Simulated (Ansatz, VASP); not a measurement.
**One calculation of AlN, two programs**

Contents of INCAR:

```
SYSTEM = AlN
  ALGO = Normal
  EDIFF = 1E-6
  ENCUT = 520
  GGA = PS
  ISIF = 2
  ISMEAR = 0
  LASPH = .TRUE.
  LCHARG = .FALSE.
  LREAL = .FALSE.
  LWAVE = .FALSE.
  NBANDS = 16
  NELM = 60
  PREC = Accurate
  SIGMA = 0.05
```

KPOINTS

```
k-points
0
G
  9 9 6
  0 0 0
```

The input POSCAR:

```
AlN
1.0
    3.3098663162      0.0000000000      0.0000000000
   -1.6549331581      2.8664283129      0.0000000000
    0.0000000000      0.0000000000      4.2177626467
Al N
2 2
Direct
    0.3333333333      0.6666666667      0.7500000000
    0.6666666667      0.3333333333      0.2500000000
    0.3333333333      0.6666666667      0.2500000000
    0.6666666667      0.3333333333      0.7500000000
```

Input for Ansatz:

```yaml
crystal:
  lattice:
    - [3.3098663162, 0.0, 0.0]
    - [-1.6549331581, 2.8664283129, 0.0]
    - [0.0, 0.0, 4.2177626467]
  atoms:
    - { symbol: Al, position: [0.3333333333, 0.6666666667, 0.75] }
    - { symbol: Al, position: [0.6666666667, 0.3333333333, 0.25] }
    - { symbol: "N", position: [0.3333333333, 0.6666666667, 0.25] }
    - { symbol: "N", position: [0.6666666667, 0.3333333333, 0.75] }
basis:
  ecutwfc: 520.0
kpoints:
  mp_grid: { grid: [9, 9, 6] }
hamiltonian:
  xc: pbesol
  pseudopotentials: { kind: paw, azcp: { folder: soft_1 } }
scf:
  occupations: { method: gaussian, width: 0.05 }
output:
  forces: true
  stress: true
  eigenvalues: true
```

Alike in both runs: task single point; functional PBEsol; k mesh 9 × 9 × 6; occupations gaussian, width 0.05 eV; no spin polarisation.

|  | VASP | Ansatz |
| --- | --- | --- |
| version | VASP 6.6.1 | Ansatz 0.2.0 |
| potentials or method | VASP PAW PBE potentials, release 64 (Al, N), cutoff 520 eV | scalar-relativistic, plane waves, PAW |
| valence electrons in the cell | 16 | 16 |

VASP gave:

```
gap on the k mesh at the Fermi level (eV)                     : 3.12
least direct gap on the mesh (eV)                             : 3.12
pressure (GPa)                                                : -4.4
traceless stress, the component that is largest in VASP (GPa) : -1.33
```

Task: Estimate Ansatz's values.

Result: gap on the k mesh at the Fermi level (eV): 3.11; least direct gap on the mesh (eV): 3.11; pressure (GPa): -4.4; traceless stress, the component that is largest in VASP (GPa): -1.31.

VASP's potentials were made for PBE, not for PBEsol, and Ansatz warns of the same on its side.
